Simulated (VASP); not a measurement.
A run of VASP 6.6.1:

File POSCAR:

```
InSb
1.0
    3.1002705037      0.0000000000      0.0000000000
    0.0000000000      3.1002705037      0.0000000000
    0.0000000000      0.0000000000      6.0173768870
In Sb
1 1
Direct
    0.0000000000      0.0000000000      0.0000000000
    0.0000000000      0.0000000000      0.5000000000
```

File INCAR.step1:

```
PREC = Accurate
ENCUT = 520
ISMEAR = 0
SIGMA = 0.15
LREAL = F
LASPH = T
NELM = 80
NBANDS = 16
GGA = PE
ALGO = Normal
EDIFF = 1E-4
LWAVE = T
LCHARG = F
```

File INCAR.step2:

```
PREC = Accurate
ENCUT = 520
EDIFF = 1E-6
ISMEAR = 0
SIGMA = 0.15
LREAL = F
LASPH = T
NELM = 80
ALGO = Normal
ISIF = 2
LWAVE = F
LCHARG = F
METAGGA = R2SCAN
LMIXTAU = T
NBANDS = 16
ISTART = 1
```

KPOINTS

```
regular mesh
0
Gamma
  22 22 12
```

Potentials or basis: VASP PAW PBE potentials, release 64 (In_d, Sb).

The run is started by

```sh
$ cat potpaw_PBE.64/In_d/POTCAR potpaw_PBE.64/Sb/POTCAR > POTCAR
$ cp INCAR.step1 INCAR
$ mpirun -np 1 vasp_std > vasp.out
$ cp INCAR.step2 INCAR
$ mpirun -np 1 vasp_std > vasp.out
```

Hardware: 1 thread of Intel(R) Xeon(R) 6975P-C (Granite Rapids) (shared host).

How long does it take, and how much memory?

Wall time 6.6 min on 1 thread of Intel(R) Xeon(R) 6975P-C (Granite Rapids), on a shared host, peak memory 0.6 GiB. Counts: k points 546.
